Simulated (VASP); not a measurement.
# Hf (Fmmm) in VASP: further runs, part 2 of 2

VASP 6.6.1. Earlier steps stand in the parts before.

## (3) Single point, LDA

The input, INCAR:

```
SYSTEM = Hf
  PREC = Accurate
  ENCUT = 520
  EDIFF = 1E-6
  ISMEAR = 0
  SIGMA = 0.15
  LREAL = .False.
  LASPH = .True.
  NELM = 100
  ALGO = Fast
  ISIF = 2
  LWAVE = .False.
  LCHARG = .False.
  NBANDS = 11
```

The input, KPOINTS:

```
Automatic mesh
0
Gamma
  18 18 18
  0 0 0
```

The input, POSCAR:

```
Hf
1.0
    0.0000000000      2.1581451234      2.3979390260
    1.9837495579      0.0000000000      2.3979390260
    1.9837495579      2.1581451234      0.0000000000
Hf
1
Direct
    0.0000000000      0.0000000000      0.0000000000
```

Potentials or basis: VASP PAW LDA potentials, release 64 (Hf_pv).

Run with:

```bash
> cat potpaw_LDA.64/Hf_pv/POTCAR > POTCAR
> mpirun -np 1 vasp_std > vasp.out
```

It took 1.7 min on 1 thread of Intel Xeon Platinum 8259CL at 2.50GHz (Skylake/Cascade Lake), shared host; peak memory 0.29 GiB.

The run converged. Its results:

* Free energy: -10.5867 eV
* Pressure: 0.8 GPa
* Band gap on the k mesh: zero (bands 5 and 6 overlap by 1.64 eV)

Stress tensor (GPa, compression positive):
```
 3.97  0.00  0.00
 0.00  1.87  0.00
 0.00  0.00 -3.52
```

Levels at points of the mesh, in eV from the Fermi level:
```
           k point  band 2  band 3  band 4  band 5  band 6  band 7  band 8  band 9
(0.00, 0.00, 0.00)  -29.46  -29.44   -7.33    0.36    1.86    2.70    2.74    5.75
(0.50, 0.00, 0.00)  -29.73  -29.48   -3.77    0.14    1.21    2.43    6.22    7.38
(0.50, 0.50, 0.00)  -29.74  -29.63   -3.75   -2.10    1.72    6.93    7.11    7.80
(0.50, 0.00, 0.50)  -30.08  -29.69   -3.55   -2.07    3.38    5.87    6.04    8.85
(0.00, 0.50, 0.50)  -30.19  -29.88   -3.40   -2.58    4.93    6.55    6.57    8.53
```

Caveat: the cell differs from its parent crystal (strain +e along x and -e along y -0.0400, strain +e along z and -e/2 along x and y +0.1000); the stress differs along the axes, from -4 to 4 GPa; spin-orbit coupling is left out, which moves the levels of the heavy elements.

## (4) Single point, LDA

The input, INCAR:

```
PREC = Accurate ; ENCUT = 520
EDIFF = 1E-7 ; ISMEAR = 0
SIGMA = 0.15 ; LREAL = F
LASPH = T ; NELM = 100
ALGO = Fast ; ISIF = 2
LWAVE = F ; LCHARG = T
LELF = T ; LVHAR = T
NBANDS = 11
```

The input, KPOINTS:

```
Automatic mesh
0
Gamma
  18 18 18
```

The input, POSCAR:

```
Hf
1.0
    0.0000000000      2.3216409661      2.0709473406
    2.1472454006      0.0000000000      2.0709473406
    2.1472454006      2.3216409661      0.0000000000
Hf
1
Direct
    0.0000000000      0.0000000000      0.0000000000
```

Potentials or basis: VASP PAW LDA potentials, release 64 (Hf_pv).

Run with:

```bash
> cat potpaw_LDA.64/Hf_pv/POTCAR > POTCAR
> mpirun -np 1 vasp_std > vasp.out
```

OUTCAR:

```text
PREC = Accurate
   ENCUT = 520
   EDIFF = 1E-7
   ISMEAR = 0
   LREAL = F
   LASPH = T
   NELM = 100
   ISIF = 2

 ion  position               nearest neighbor table
   1  0.000  0.000  0.000-

  LATTYP: Found a face centered orthorhombic cell.
 ALAT       =     4.1418946812
 B/A-ratio  =     1.0368421053
 C/A-ratio  =     1.1210526316

  Lattice vectors:

 A1 = (   2.1472454006,   2.3216409661,   0.0000000000)
 A2 = (   0.0000000000,   2.3216409661,   2.0709473406)
[... 507 lines left out ...]
      2     -24.4919      2.00000
      3     -24.4321      2.00000
      4      -0.2351      2.00000
      5       5.2826      0.26299
      6       6.4081      0.00000
      7       7.5066      0.00000
      8       8.7785      0.00000
      9      10.2064      0.00000
     10      17.5600      0.00000
     11      17.8681      0.00000

 [... further k-points ...]
[... 5 lines left out ...]
  --------------------------------------------------------------------------------------
  -------------------------------------------------------------------------------------
  Total        0.1638219     -0.3633347      0.3281812      0.0000000      0.0000000      0.0000000
  in kB       12.7117938    -28.1930222     25.4652835      0.0000000      0.0000000      0.0000000
  external PRESSURE =       3.3280184 kB  Pullay stress =       0.0000000 kB

 VOLUME and BASIS-vectors are now :
 -----------------------------------------------------------------------------
  energy-cutoff  :      520.00
  volume of cell :       20.65
      direct lattice vectors                 reciprocal lattice vectors
     0.000000000  2.321640966  2.070947341    -0.232856477  0.215364911  0.241435400
     2.147245401  0.000000000  2.070947341     0.232856477 -0.215364911  0.241435400
     2.147245401  2.321640966  0.000000000     0.232856477  0.215364911 -0.241435400

 POSITION                                       TOTAL-FORCE (eV/Angst)
 -----------------------------------------------------------------------------------
      0.00000      0.00000      0.00000         0.000000     -0.000000      0.000000
 -----------------------------------------------------------------------------------
    total drift:                               -0.000000      0.000000      0.000000

  FREE ENERGIE OF THE ION-ELECTRON SYSTEM (eV)
  ---------------------------------------------------
  free  energy   TOTEN  =       -10.6176446189 eV

  energy  without entropy=      -10.6000808751  energy(sigma->0) =      -10.60886275
```

OSZICAR:

```text
N       E                     dE             d eps       ncg     rms          rms(c)
DAV:   1     0.127182587520E+02    0.12718E+02   -0.57324E+03 19174   0.847E+02
DAV:   2    -0.105107833433E+02   -0.23229E+02   -0.22458E+02 24141   0.157E+02
DAV:   3    -0.109423433825E+02   -0.43156E+00   -0.42637E+00 24015   0.147E+01
DAV:   4    -0.109437256175E+02   -0.13822E-02   -0.13820E-02 21818   0.100E+00
DAV:   5    -0.109437316559E+02   -0.60384E-05   -0.60379E-05 23684   0.593E-02    0.474E+01
RMM:   6    -0.107025292527E+02    0.24120E+00   -0.15588E-01 19533   0.256E+00    0.277E+01
RMM:   7    -0.106211767243E+02    0.81353E-01   -0.29211E-01 21221   0.356E+00    0.135E+00
RMM:   8    -0.106175312213E+02    0.36455E-02   -0.18339E-02 21258   0.110E+00    0.176E-01
RMM:   9    -0.106176378775E+02   -0.10666E-03   -0.14327E-03 24635   0.331E-01    0.655E-02
RMM:  10    -0.106176425106E+02   -0.46331E-05   -0.17113E-04 25289   0.112E-01    0.308E-02
RMM:  11    -0.106176440620E+02   -0.15514E-05   -0.33954E-05 25598   0.468E-02    0.807E-03
RMM:  12    -0.106176445438E+02   -0.48176E-06   -0.52385E-06 26136   0.162E-02    0.320E-03
RMM:  13    -0.106176446189E+02   -0.75092E-07   -0.96841E-07 22923   0.670E-03
   1 F= -.10617645E+02 E0= -.10608863E+02  d E =-.175637E-01
```

stdout:

```text
POSCAR found type information on POSCAR Hf
 POSCAR found :  1 types and       1 ions
 scaLAPACK will be used
 LDA part: xc-table for (Slater(with rela. corr.)+CA(PZ))
 , standard interpolation
 POSCAR, INCAR and KPOINTS ok, starting setup
 FFT: planning ... GRIDC
 FFT: planning ... GRID_SOFT
 FFT: planning ... GRID
 WAVECAR not read
 entering main loop
WARNING in EDDRMM: call to ZHEGV failed, returncode =   8  4     11
```

It took 1.9 min on 1 thread of Intel Xeon Platinum 8259CL at 2.50GHz (Skylake/Cascade Lake), shared host; peak memory 0.3 GiB.

Results:

- Free energy: -10.6176 eV
- Pressure: 0.3 GPa
- Band gap on the k mesh: zero (bands 5 and 6 overlap by 1.79 eV)

Caveat: the cell differs from its parent crystal (strain +e along x and -e along y -0.0400, strain +e along z and -e/2 along x and y -0.0500); the stress differs along the axes, from -3 to 3 GPa; spin-orbit coupling is left out, which moves the levels of the heavy elements.

## (5) The runs side by side

```csv
cell,further INCAR settings,gap on the mesh (eV),pressure (GPa)
"a = 3.254, b = 3.181, c = 2.853 Å, angles 65.0, 62.4, 52.6°, 1 atom",ALGO = Fast; EDIFF = 1e-06; NBANDS = 11,none,1.2
"a = 3.226, b = 3.112, c = 2.931 Å, angles 64.4, 60.5, 55.1°, 1 atom",ALGO = Fast; EDIFF = 1e-06; NBANDS = 11,none,0.8
"a = 3.111, b = 2.983, c = 3.162 Å, angles 60.7, 56.8, 62.5°, 1 atom",ALGO = Fast; EDIFF = 1e-07; NBANDS = 11,none,0.3
```

Alike in all rows: task single point; level LDA; potentials or basis VASP PAW LDA potentials, release 64 (Hf_pv); no spin polarisation; k mesh 18 × 18 × 18; cutoff (eV) 520; smearing gaussian 0.15 eV.

Caveats: spin-orbit coupling is left out, which moves the levels of the heavy elements; the stress differs along the axes, from -5 to 5 GPa (at least some runs); the stress differs along the axes, from -4 to 4 GPa (at least some runs); the stress differs along the axes, from -3 to 3 GPa (at least some runs).

Total energies depend on the potentials used, so only differences within one code and one set of settings carry meaning.
